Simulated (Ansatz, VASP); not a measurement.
## One calculation of Ga2SnTe2, two programs

File INCAR:

```
SYSTEM = Ga2SnTe2
PREC = Accurate
ENCUT = 520
EDIFF = 1E-7
ISMEAR = 0
SIGMA = 0.1
LREAL = .False.
LASPH = .True.
NELM = 60
ALGO = Fast
ISIF = 2
LWAVE = .False.
LCHARG = .False.
GGA = PE
NBANDS = 34
```

KPOINTS

```
regular mesh
0
Gamma
  4 4 4
  0 0 0
```

The input POSCAR:

```
Ga2SnTe2
1.0
    5.0263094700      0.0000000000      0.0000000000
    0.0000000000      5.0263094700      0.0000000000
    0.0000000000      0.0000000000      6.0909030200
Ga Sn Te
2 1 2
Direct
    0.0000000000      0.5000000000      0.5000000000
    0.5000000000      0.0000000000      0.5000000000
    0.0000000000      0.0000000000      0.5000000000
    0.5000000000      0.5000000000      0.2942339300
    0.5000000000      0.5000000000      0.7057660700
```

Input for Ansatz:

```yaml
crystal:
  lattice:
    - [5.02630947, 0.0, 0.0]
    - [0.0, 5.02630947, 0.0]
    - [0.0, 0.0, 6.09090302]
  atoms:
    - { symbol: Ga, position: [0.0, 0.5, 0.5] }
    - { symbol: Ga, position: [0.5, 0.0, 0.5] }
    - { symbol: Sn, position: [0.0, 0.0, 0.5] }
    - { symbol: Te, position: [0.5, 0.5, 0.29423393] }
    - { symbol: Te, position: [0.5, 0.5, 0.70576607] }
basis:
  ecutwfc: 420
kpoints:
  mp_grid: { grid: [4, 4, 4] }
hamiltonian:
  xc: pbe
scf:
  occupations: { method: gaussian, width: 0.1 }
  lower_state_search: "off"
output:
  forces: true
  stress: true
  eigenvalues: true
```

Alike in both runs: task single point; functional PBE; k mesh 4 × 4 × 4; occupations gaussian, width 0.1 eV; no spin polarisation.

|  | VASP | Ansatz |
| --- | --- | --- |
| version | VASP 6.6.1 | Ansatz 0.2.0 |
| potentials or method | VASP PAW PBE potentials, release 64 (Ga_d, Sn_d, Te), cutoff 520 eV | scalar-relativistic, plane waves, PAW |
| valence electrons in the cell | 52 | 72 |

```csv
,VASP,Ansatz,Ansatz less VASP
gap on the k mesh at the Fermi level (eV),none,none,-
pressure (GPa),14.9,14.8,-0.15
"traceless stress, the component that is largest in VASP (GPa)",-0.60,-0.72,-0.122
rms of the force components (eV/Å),2.069,2.027,-0.0423
```

Atom by atom the forces differ by 0.042 eV/Å (rms over components). A gap of «none» marks a metal or a gap that the smearing closes. The functional is the same, so the differences come from potentials, cutoffs and numerics. VASP's potentials hold 52 valence electrons a cell and Ansatz's 72, so a difference there can come from the potentials and not from the codes.

Neither program's run includes spin-orbit coupling.
